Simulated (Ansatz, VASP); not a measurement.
MgO: VASP beside Ansatz

Contents of INCAR:

```
PREC     = Accurate       # precision mode
ENCUT    = 520            # plane-wave cutoff, eV
EDIFF    = 1E-6           # SCF threshold, eV
ISMEAR   = 0              # smearing method
SIGMA    = 0.05           # smearing width, eV
LREAL    = F              # projectors in reciprocal space
LASPH    = T              # aspherical terms in the spheres
NELM     = 80             # most SCF steps
ALGO     = Normal         # electronic algorithm
ISIF     = 2              # what is computed and relaxed
LWAVE    = F              # write WAVECAR
LCHARG   = F              # write CHGCAR
GGA      = PS             # functional
NBANDS   = 11             # bands
```

The input KPOINTS:

```
regular mesh
0
Gamma
  12 12 8
```

Contents of POSCAR:

```
MgO
1.0
    2.9380210000      0.0146901050      0.0000000000
   -1.4562879950      2.5370559500      0.0000000000
    0.0000000000      0.0000000000      2.6796800000
Mg O
1 1
Direct
    0.0000000000      0.0000000000      0.0000000000
    0.3333333333      0.6666666667      0.5000000000
```

Input for Ansatz:

```yaml
crystal:
  lattice:
    - [2.938021, 0.014690104999999998, 0.0]
    - [-1.4562879949999998, 2.53705595, 0.0]
    - [0.0, 0.0, 2.67968]
  atoms:
    - { symbol: Mg, position: [0.0, 0.0, 0.0] }
    - { symbol: O, position: [0.3333333333333333, 0.6666666666666666, 0.5] }
basis:
  ecutwfc: 520.0
kpoints:
  mp_grid:
    grid: [12, 12, 8]
hamiltonian:
  xc: pbesol
  pseudopotentials:
    kind: paw
scf:
  occupations:
    method: gaussian
    width: 0.05
output:
  stress: true
```

Alike in both runs: task single point; functional PBEsol; k mesh 12 × 12 × 8; occupations gaussian, width 0.05 eV; no spin polarisation.

|  | VASP | Ansatz |
| --- | --- | --- |
| version | VASP 6.6.1 | Ansatz 0.2.0 |
| potentials or method | VASP PAW PBE potentials, release 64 (Mg, O), cutoff 520 eV | plane waves, PAW |
| valence electrons in the cell | 8 | 16 |

|  | VASP | Ansatz | Ansatz less VASP |
| --- | --- | --- | --- |
| pressure (GPa) | -4.3 | -3.8 | +0.50 |
| traceless stress, the component that is largest in VASP (GPa) | -1.17 | -1.16 | +0.012 |

VASP's potentials were made for PBE, not for PBEsol. VASP's potentials hold 8 valence electrons a cell and Ansatz's 16, so a difference there can come from the potentials and not from the codes.
